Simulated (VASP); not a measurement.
# SnO3 (Immm) in VASP: relaxation of cell and atoms with r2SCAN

Aim: the relaxation of cell and atoms of SnO3 with r2SCAN.

Program: VASP 6.6.1. These are calculated values, not measurements. Logs are shortened: lines on timing, memory, paths and dates and some standing lists are left out, and cuts for length are marked.

## (1) The cell of the first run

The structure is orthorhombic, space group Immm (No. 71). Conventional cell: a = 3.272 Å, b = 4.293 Å, c = 6.158 Å, α = 90.00°, β = 90.00°, γ = 90.00°. Sn (site symmetry mmm) has 6 O at 2.05 to 2.15 Å within 2.7 Å. Within 2.4 Å of O (site symmetry mm2) lie 1 O at 1.85 Å and 2 Sn at 2.05 Å. Within 2.4 Å of O (site symmetry mmm) lie 2 O at 1.85 Å and 2 Sn at 2.15 Å.

## (2) Relaxation of cell and atoms, r2SCAN

Input file POSCAR:

```
SnO3
1.0
   -1.6360055730      2.1463462187      3.0790555497
    1.6360055730     -2.1463462187      3.0790555497
    1.6360055730      2.1463462187     -3.0790555497
Sn O
1 3
Direct
    0.0000000000      0.5000000000      0.5000000000
    0.7996290020      0.7996290020      0.0000000000
    0.2003709980      0.2003709980      0.0000000000
    0.5000000000      0.5000000000      0.0000000000
```

Input file INCAR.step1:

```
SYSTEM = SnO3
PREC = Accurate
ENCUT = 600
ISMEAR = 0
SIGMA = 0.02
LREAL = .FALSE.
LASPH = .TRUE.
NELM = 100
GGA = PE
ALGO = Normal
EDIFF = 1E-4
LWAVE = .TRUE.
LCHARG = .FALSE.
```

Input file INCAR.step2:

```
SYSTEM = SnO3
PREC = Accurate
ENCUT = 600
EDIFF = 1E-6
ISMEAR = 0
SIGMA = 0.02
LREAL = .FALSE.
LASPH = .TRUE.
NELM = 100
ALGO = Normal
ISIF = 3
LWAVE = .FALSE.
LCHARG = .FALSE.
METAGGA = R2SCAN
LMIXTAU = .TRUE.
IBRION = 2
NSW = 100
EDIFFG = -0.01
ISTART = 1
```

Input file KPOINTS:

```
regular mesh
0
G
  10 10 10
  0 0 0
```

Potentials or basis: VASP PAW PBE potentials, release 64 (Sn_d, O).

Command:

```sh
cat potpaw_PBE.64/Sn_d/POTCAR potpaw_PBE.64/O/POTCAR > POTCAR
cp INCAR.step1 INCAR
mpirun -np 1 vasp_std > vasp.out
cp INCAR.step2 INCAR
mpirun -np 1 vasp_std > vasp.out
```

OUTCAR:

```text
SYSTEM = SnO3
   PREC = Accurate
   ENCUT = 600
   EDIFF = 1E-6
   ISMEAR = 0
   LREAL = .FALSE.
   LASPH = .TRUE.
   NELM = 100
   ISIF = 3
   METAGGA = R2SCAN
   IBRION = 2
   NSW = 100
   EDIFFG = -0.01
   ISTART = 1

 ion  position               nearest neighbor table
   1  0.000  0.500  0.500-   3 2.05   2 2.05   3 2.05   2 2.05   4 2.15   4 2.15   3 2.83   2 2.83
                             3 2.83   2 2.83
   2  0.800  0.800  0.000-   4 1.85   1 2.05   1 2.05   1 2.83   1 2.83
   3  0.200  0.200  0.000-   4 1.85   1 2.05   1 2.05   1 2.83   1 2.83
   4  0.500  0.500  0.000-   2 1.85   3 1.85   1 2.15   1 2.15

  LATTYP: Found a body centered orthorhombic cell.
 ALAT       =     3.2720111460
 B/A-ratio  =     1.3119430973
 C/A-ratio  =     1.8820568832

  Lattice vectors:

 A1 = (  -1.6360055730,   2.1463462187,   3.0790555497)
 A2 = (   1.6360055730,  -2.1463462187,   3.0790555497)
 A3 = (   1.6360055730,   2.1463462187,  -3.0790555497)

Analysis of symmetry for initial positions (statically):
=====================================================================
 Subroutine PRICEL returns:
 Original cell was already a primitive cell.

 Routine SETGRP: Setting up the symmetry group for a
 body centered orthorhombic supercell.

 Subroutine GETGRP returns: Found  8 space group operations
 (whereof  8 operations were pure point group operations)
 out of a pool of  8 trial point group operations.

The static configuration has the point symmetry D_2h.

Analysis of symmetry for dynamics (positions and initial velocities):
=====================================================================
 Subroutine PRICEL returns:
 Original cell was already a primitive cell.

 Routine SETGRP: Setting up the symmetry group for a
 body centered orthorhombic supercell.

 Subroutine GETGRP returns: Found  8 space group operations
 (whereof  8 operations were pure point group operations)
 out of a pool of  8 trial point group operations.

The dynamic configuration has the point symmetry D_2h.

 Subroutine INISYM returns: Found  8 space group operations
 (whereof  8 operations are pure point group operations),
 and found     1 'primitive' translations
[... 95 lines left out ...]
   LSORBIT =      F    spin-orbit coupling
   LASPH  =      T    aspherical Exc in radial PAW
   ENCUT  =  600.0 eV  44.10 Ry    6.64 a.u.   8.18  8.18  8.18*2*pi/ulx,y,z
   NELM   =    100;   NELMIN=  2; NELMDL=  0     # of ELM steps
   EDIFF  = 0.1E-05   stopping-criterion for ELM
   LREAL  =      F    real-space projection
   EDIFFG = -.1E-01   stopping-criterion for IOM
   NSW    =    100    number of steps for IOM
   IBRION =      2    ionic relax: 0-MD 1-quasi-New 2-CG
   NFREE  =      1    steps in history (QN), initial steepest desc. (CG)
   ISIF   =      3    stress and relaxation
   ISYM   =      2    0-nonsym 1-usesym 2-fastsym
   POTIM  = 0.5000    time-step for ionic-motion
   TEBEG  =    0.0;   TEEND  =   0.0 temperature during run
   PSTRESS=    0.0 pullay stress
   NELECT =      32.0000    total number of electrons
   NUPDOWN=      -1.0000    fix difference up-down
   EMIN   =  10.00;   EMAX   =-10.00  energy-range for DOS
   EFERMI =   0.00;   METHOD = LEGACY
   ISMEAR =     0;   SIGMA  =   0.02  broadening in eV -4-tet -1-fermi 0-gaus
   EFERMI_NEDOS =   21; number of points for ismear=-14 and -15
   IALGO  =     38    algorithm
   IMIX   =      4    mixing-type and parameters
     AMIX     =   0.40;   BMIX     =  1.00
     AMIX_MAG =   1.60;   BMIX_MAG =  1.00
  volume/ion in A,a.u.               =      10.81        72.96
  Fermi-wavevector in a.u.,A,eV,Ry     =   1.480713  2.798141 29.830911  2.192510
  Thomas-Fermi vector in A             =   2.594713
   LORBIT       =      0    0 simple, 1 ext, 2 COOP (PROOUT), +10 PAW based schemes
   METAGGA = R2SCAN    functional components
   LHFCALC =     F    Hartree Fock is set to
   AEXX    =    0.0000 exact exchange contribution
   IVDW    =     0    specifies the selected vdW correction
   LEPSILON=     F    determine dielectric tensor
   LRPA    =     F    only Hartree local field effects (RPA)
 conjugate gradient relaxation of ions
 non-spin polarized calculation
 Gauss-broadening in eV      SIGMA  =   0.02
  energy-cutoff  :      600.00
  volume of cell :       43.25
 maximum number of plane-waves:      1462
 NGX is ok and might be reduce to    36
   NGX = 17   NGY = 17   NGZ = 17

--------------------------------------- Ionic step        1  -------------------------------------------

 number of electron      32.0000006 magnetization

 Free energy of the ion-electron system (eV)
  ---------------------------------------------------
  ext. energy  EPLUGINS =         0.00000000
  ---------------------------------------------------
  free energy    TOTEN  =       -45.77480558 eV

  energy without entropy =      -45.77480558  energy(sigma->0) =      -45.77480558

------------------------ aborting loop because EDIFF is reached ----------------------------------------

  FORCE on cell =-STRESS in cart. coord.  units (eV):
  Direction    XX          YY          ZZ          XY          YZ          ZX
  --------------------------------------------------------------------------------------
  -------------------------------------------------------------------------------------
  Total        0.3976620      0.0917230      0.2484085      0.0000000      0.0000000      0.0000000
  in kB       14.7320303      3.3980261      9.2026947      0.0000000      0.0000000      0.0000000
  external PRESSURE =       9.1109170 kB  Pullay stress =       0.0000000 kB
[... 177 lines left out ...]
--------------------------------------- Ionic step        6  -------------------------------------------

 number of electron      32.0000005 magnetization

 Free energy of the ion-electron system (eV)
  ---------------------------------------------------
  ext. energy  EPLUGINS =         0.00000000
  ---------------------------------------------------
  free energy    TOTEN  =       -45.77551301 eV

  energy without entropy =      -45.77551301  energy(sigma->0) =      -45.77551301

 E-fermi :   5.3097     XC(G=0): -12.2089

 val. band max:        5.1915260667   @ k =   0.5000   0.5000   0.5000
 cond. band min:       5.9543307420   @ k =  -0.3000  -0.2000   0.2000
 fundamental gap:      0.7628046753
 Fermi energy:         5.3097183927

 k-point     1 :       0.0000    0.0000    0.0000
  band No.  band energies     occupation
      1     -16.4799      2.00000
      2     -16.0642      2.00000
      3     -15.7597      2.00000
      4     -15.6367      2.00000
      5     -15.4956      2.00000
      6     -15.3725      2.00000
[... 541 lines left out ...]
     19      14.8017      0.00000
     20      15.1191      0.00000

 [... further k-points ...]
[... 5 lines left out ...]
  --------------------------------------------------------------------------------------
  -------------------------------------------------------------------------------------
  Total        0.0211823     -0.0197745      0.0065473      0.0000000      0.0000000      0.0000000
  in kB        0.7817735     -0.7298127      0.2416416      0.0000000      0.0000000      0.0000000
  external PRESSURE =       0.0978675 kB  Pullay stress =       0.0000000 kB
[... 19 lines left out ...]
  FREE ENERGIE OF THE ION-ELECTRON SYSTEM (eV)
  ---------------------------------------------------
  free  energy   TOTEN  =       -45.7755130062 eV

  energy  without entropy=      -45.7755130062  energy(sigma->0) =      -45.77551301

 reached required accuracy - stopping structural energy minimisation
```

OUTCAR.step1:

```text
SYSTEM = SnO3
   PREC = Accurate
   ENCUT = 600
   ISMEAR = 0
   LREAL = .FALSE.
   LASPH = .TRUE.
   NELM = 100
[... 783 lines left out ...]
      0.00000      0.00000      4.92420         0.000000      0.000000     -0.264430
      0.00000      0.00000      1.23391        -0.000000     -0.000000      0.264430
      0.00000      0.00000      3.07906        -0.000000      0.000000     -0.000000
 -----------------------------------------------------------------------------------
    total drift:                                0.000000     -0.000000      0.000000

  FREE ENERGIE OF THE ION-ELECTRON SYSTEM (eV)
  ---------------------------------------------------
  free  energy   TOTEN  =       -21.2324434718 eV

  energy  without entropy=      -21.2324434718  energy(sigma->0) =      -21.23244347
```

It took 22 min on 1 thread of Intel Xeon 6975P-C (Granite Rapids), shared host; peak memory 0.34 GiB.

What came out:

* Free energy: -45.7755 eV
* Relaxed volume: 10.85 Å³/atom
* Relaxed cell: a = 4.099 Å, b = 4.099 Å, c = 4.099 Å, α = 132.82°, β = 116.82°, γ = 82.48°
* Space group after relaxing (to 0.05 Å): Immm (No. 71)
* Energy gained by relaxing: 0.2 meV/atom
* Ionic steps: 6
* Pressure after relaxing: 0.0 GPa
* Largest force after relaxing: 0.007 eV/Å
* Band gap on the k mesh: 0.76 eV, indirect (least direct gap 1.16 eV)

Forces in eV/Å, atoms in the order of the input:
```
Sn   0.000  0.000  0.000
O    0.000  0.000  0.007
O    0.000  0.000 -0.007
O    0.000  0.000  0.000
```

Stress tensor (GPa, compression positive):
```
 0.08  0.00  0.00
 0.00 -0.07  0.00
 0.00  0.00  0.02
```

The path:
```tsv
step	energy change (eV)	largest force (eV/Å)	pressure (GPa)	volume (Å³)
1	0.0000	0.0489	0.91	43.25
2	0.0004	0.0969	-1.16	43.63
3	-0.0007	0.0171	-0.05	43.42
4	-0.0007	0.0160	-0.03	43.42
5	-0.0007	0.0146	-0.01	43.41
6	-0.0007	0.0074	0.01	43.41
```

Final structure:
```
Sn O
1.0
    -1.64029    2.14683    3.08194
     1.64029   -2.14683    3.08194
     1.64029    2.14683   -3.08194
Sn O
1 3
Direct
  0.00000 0.50000 0.50000
  0.79956 0.79956 0.00000
  0.20044 0.20044 0.00000
  0.50000 0.50000 0.00000
```

Caveat: the PAW data sets were made with another functional, which shifts forces and pressure a little; spin-orbit coupling is left out, which moves the levels of the heavy elements. r2SCAN opens gaps a little over a GGA but as a rule still falls short of measured ones.
